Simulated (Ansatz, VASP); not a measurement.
W2S in VASP and in Ansatz

```
CELL_PARAMETERS angstrom
1.54290 0.89080 5.46599
-1.54290 0.89080 5.46599
0.00000 -1.78159 5.46599
ATOMIC_POSITIONS crystal
W 0.23194 0.23194 0.23194
W 0.43361 0.43361 0.43361
S 0.00115 0.00115 0.00115
```

Alike in both runs: functional PBE; k mesh 18 × 18 × 18; occupations gaussian, width 0.1 eV; no spin polarisation.

Ansatz relaxed the structure, and its values are those at the end. VASP's run is a single point on that final structure, the one shown.

```csv
,VASP,Ansatz
version,VASP 6.6.1,Ansatz 0.2.0
potentials or method,"VASP PAW PBE potentials, release 64 (W_sv, S), cutoff 520 eV","scalar-relativistic, plane waves, PAW"
valence electrons in the cell,34,34
```

|  | VASP | Ansatz | Ansatz less VASP |
| --- | --- | --- | --- |
| gap on the k mesh at the Fermi level (eV) | none | none | - |
| pressure (GPa) | 0.4 | 0.0 | -0.37 |
| rms of the force components (eV/Å) | 0.014 | 0.001 | -0.0137 |

A gap of «none» marks a metal or a gap that the smearing closes.

Spin-orbit coupling is off throughout.
